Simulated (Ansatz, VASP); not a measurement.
Two plane-wave programs on AlRu

```
Al Ru
1.0
     2.99160    0.00000    0.00000
     0.00000    2.99160    0.00000
     0.00000    0.00000    3.11126
Al Ru
1 1
Cartesian
  0.0000 0.0000 0.0000
  1.4958 1.4958 1.5556
```

Change from the starting cell: strain +0.0400 x Voigt [0, 0, 1, 0, 0, 0], atoms carried along.

Alike in both runs: task single point; functional PBE; k mesh 16 × 16 × 16; occupations gaussian, width 0.15 eV; no spin polarisation.

|  | VASP | Ansatz |
| --- | --- | --- |
| version | VASP 6.6.1 | Ansatz 0.2.0 |
| potentials or method | VASP PAW PBE potentials, release 64 (Al, Ru_pv), cutoff 520 eV | scalar-relativistic, plane waves, PAW |
| valence electrons in the cell | 17 | 19 |

|  | VASP | Ansatz | Ansatz less VASP |
| --- | --- | --- | --- |
| gap on the k mesh at the Fermi level (eV) | none | none | - |
| pressure (GPa) | -5.0 | -5.0 | +0.07 |
| traceless stress, the component that is largest in VASP (GPa) | -3.91 | -3.90 | +0.012 |

A gap of «none» marks a metal or a gap that the smearing closes. The functional is the same, so the differences come from potentials, cutoffs and numerics. VASP's potentials hold 17 valence electrons a cell and Ansatz's 19, so a difference there can come from the potentials and not from the codes.
